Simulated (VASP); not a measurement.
# Os (Fm-3m) in VASP: a series of runs, part 2 of 2

VASP 6.6.1.

## 3. Relaxation of cell and atoms, LDA

This run uses another cell than the first one, of 13.94 Å³/atom.

File INCAR:

```
  ALGO = Normal
  EDIFF = 1E-7
  EDIFFG = -0.01
  ENCUT = 600
  GGA = CA
  GGA_COMPAT = False
  IBRION = 2
  ISIF = 3
  ISMEAR = -1
  LASPH = True
  LCHARG = False
  LREAL = False
  LWAVE = False
  NELM = 120
  NELMIN = 4
  NSW = 60
  PREC = Accurate
  SIGMA = 0.05
```

File KPOINTS:

```
k-points
0
Gamma
  21 21 21
```

File POSCAR:

```
Os
1.0
    0.0000000000      1.9100000000      1.9100000000
    1.9100000000      0.0000000000      1.9100000000
    1.9100000000      1.9100000000      0.0000000000
Os
1
Direct
    0.0000000000      0.0000000000      0.0000000000
```

Potentials or basis: VASP PAW LDA potentials, release 64 (Os).

Started as:

```bash
cat potpaw_LDA.64/Os/POTCAR > POTCAR
mpirun -np 1 vasp_std > vasp.out
```

OUTCAR:

```text
EDIFF = 1E-7
   EDIFFG = -0.01
   ENCUT = 600
   GGA = CA
   IBRION = 2
   ISIF = 3
   ISMEAR = -1
   LASPH = True
   LREAL = False
   NELM = 120
   NELMIN = 4
   NSW = 60
   PREC = Accurate

 ion  position               nearest neighbor table
   1  0.000  0.000  0.000-

  LATTYP: Found a face centered cubic cell.
 ALAT       =     3.8200000000

  Lattice vectors:

 A1 = (   0.0000000000,   1.9100000000,   1.9100000000)
 A2 = (   1.9100000000,   0.0000000000,   1.9100000000)
 A3 = (   1.9100000000,   1.9100000000,   0.0000000000)

Analysis of symmetry for initial positions (statically):
=====================================================================
 Subroutine PRICEL returns:
 Original cell was already a primitive cell.

 Routine SETGRP: Setting up the symmetry group for a
 face centered cubic supercell.

 Subroutine GETGRP returns: Found 48 space group operations
 (whereof 48 operations were pure point group operations)
 out of a pool of 48 trial point group operations.

The static configuration has the point symmetry O_h .

Analysis of symmetry for dynamics (positions and initial velocities):
=====================================================================
 Subroutine PRICEL returns:
 Original cell was already a primitive cell.

 Routine SETGRP: Setting up the symmetry group for a
 face centered cubic supercell.

 Subroutine GETGRP returns: Found 48 space group operations
[... 158 lines left out ...]
  Total       -0.4132627     -0.4132627     -0.4132627      0.0000000      0.0000000      0.0000000
  in kB      -47.5123659    -47.5123659    -47.5123659      0.0000000      0.0000000      0.0000000
  external PRESSURE =     -47.5123659 kB  Pullay stress =       0.0000000 kB
[... 22 lines left out ...]
--------------------------------------- Ionic step        2  -------------------------------------------

 number of electron       8.0000000 magnetization

 E-fermi :  10.2603     XC(G=0): -14.5428

 val. band max:       10.2486654575   @ k =   0.3333   0.2857   0.0476
 cond. band min:      10.2826839027   @ k =   0.4762   0.3810   0.0000
 fundamental gap:      0.0340184452
 Fermi energy:        10.2603230109

 k-point     1 :       0.0000    0.0000    0.0000
  band No.  band energies     occupation
      1      -1.0427      2.00000
      2       6.9655      2.00000
      3       6.9655      2.00000
      4       6.9655      2.00000
      5      10.3458      0.30629
      6      10.3458      0.30629
      7      24.5519      0.00000
      8      30.7181      0.00000
[... 287 lines left out ...]
--------------------------------------- Ionic step        3  -------------------------------------------

 number of electron       8.0000000 magnetization

 Free energy of the ion-electron system (eV)
  ---------------------------------------------------
  ext. energy  EPLUGINS =         0.00000000
  ---------------------------------------------------
  free energy    TOTEN  =       -12.51549003 eV

  energy without entropy =      -12.50866268  energy(sigma->0) =      -12.51207636

 E-fermi :   9.4709     XC(G=0): -14.2604

 val. band max:        9.4655151655   @ k =   0.3810   0.3810   0.0000
 cond. band min:       9.5005361192   @ k =   0.0476   0.0000   0.0000
 fundamental gap:      0.0350209537
 Fermi energy:         9.4709493752

 k-point     1 :       0.0000    0.0000    0.0000
  band No.  band energies     occupation
      1      -1.3861      2.00000
      2       6.4092      2.00000
      3       6.4092      2.00000
      4       6.4092      2.00000
      5       9.5384      0.41223
      6       9.5384      0.41223
      7      23.8129      0.00000
      8      29.6705      0.00000
[... 281 lines left out ...]
  FREE ENERGIE OF THE ION-ELECTRON SYSTEM (eV)
  ---------------------------------------------------
  free  energy   TOTEN  =       -12.5154900310 eV

  energy  without entropy=      -12.5086626827  energy(sigma->0) =      -12.51207636

 reached required accuracy - stopping structural energy minimisation
```

OSZICAR:

```text
N       E                     dE             d eps       ncg     rms          rms(c)
DAV:   1     0.350201202751E+02    0.35020E+02   -0.47017E+03  4656   0.105E+03
DAV:   2    -0.123788170105E+02   -0.47399E+02   -0.45430E+02  4728   0.230E+02
[... 21 lines left out ...]
DAV:   1    -0.125806221672E+02   -0.11450E+00   -0.20187E+00  5232   0.130E+01    0.494E+00
DAV:   2    -0.125257627654E+02    0.54859E-01   -0.90425E-02  5616   0.302E+00    0.183E+00
DAV:   3    -0.125152080714E+02    0.10555E-01   -0.40641E-02  6112   0.190E+00    0.998E-02
DAV:   4    -0.125154034157E+02   -0.19534E-03   -0.31762E-04  5344   0.133E-01    0.396E-02
DAV:   5    -0.125154847073E+02   -0.81292E-04   -0.12581E-04  6128   0.740E-02    0.946E-03
DAV:   6    -0.125154900492E+02   -0.53419E-05   -0.45656E-06  6192   0.231E-02    0.355E-03
DAV:   7    -0.125154900310E+02    0.18197E-07   -0.43307E-08  4192   0.191E-03
   3 F= -.12515490E+02 E0= -.12512076E+02  d E =-.226452E-02
```

CONTCAR:

```text
Os
   1.00000000000000
     0.0000000000000000    1.9032312347259353    1.9032312347259353
     1.9032312347259353   -0.0000000000000000    1.9032312347259353
     1.9032312347259353    1.9032312347259353   -0.0000000000000000
  Os
     1
Direct
     0.0000000000000000    0.0000000000000000    0.0000000000000000

  0.00000000E+00  0.00000000E+00  0.00000000E+00
```

Run time: 49 s. Hardware: 1 thread of Intel Xeon Platinum 8259CL at 2.50GHz (Skylake/Cascade Lake), shared host; peak memory 0.17 GiB.

Results:

| Item | Value |
| --- | --- |
| Free energy | -12.5155 eV |
| Relaxed volume | 13.79 Å³/atom |
| Relaxed cell | a = 2.692 Å, b = 2.692 Å, c = 2.692 Å, α = 60.00°, β = 60.00°, γ = 60.00° |
| Space group after relaxing (to 0.1 Å) | Fm-3m (No. 225) |
| Energy gained by relaxing | 2.3 meV/atom |
| Ionic steps | 3 |
| Pressure after relaxing | -0.1 GPa |
| Band gap on the k mesh | zero (bands 4 and 5 overlap by 4.20 eV) |

The path:
```
step  energy change (eV)  largest force (eV/Å)  pressure (GPa)  volume (Å³)
   1              0.0000                0.0000           -4.75        13.94
   2              0.0471                0.0000           24.92        13.12
   3             -0.0023                0.0000           -0.12        13.79
```

Final structure:
```yaml
crystal:
  lattice:
    - [0.00000, 1.90323, 1.90323]
    - [1.90323, 0.00000, 1.90323]
    - [1.90323, 1.90323, 0.00000]
  atoms:
    - { symbol: Os, position: [0.00000, 0.00000, 0.00000] }
```

Levels at points of the mesh, in eV from the Fermi level:
| k point | band 2 | band 3 | band 4 | band 5 | band 6 | band 7 |
| --- | --- | --- | --- | --- | --- | --- |
| (0.00, 0.00, 0.00) | -3.06 | -3.06 | -3.06 | 0.07 | 0.07 | 14.34 |

Caveat: spin-orbit coupling is left out, which moves the levels of the heavy elements.
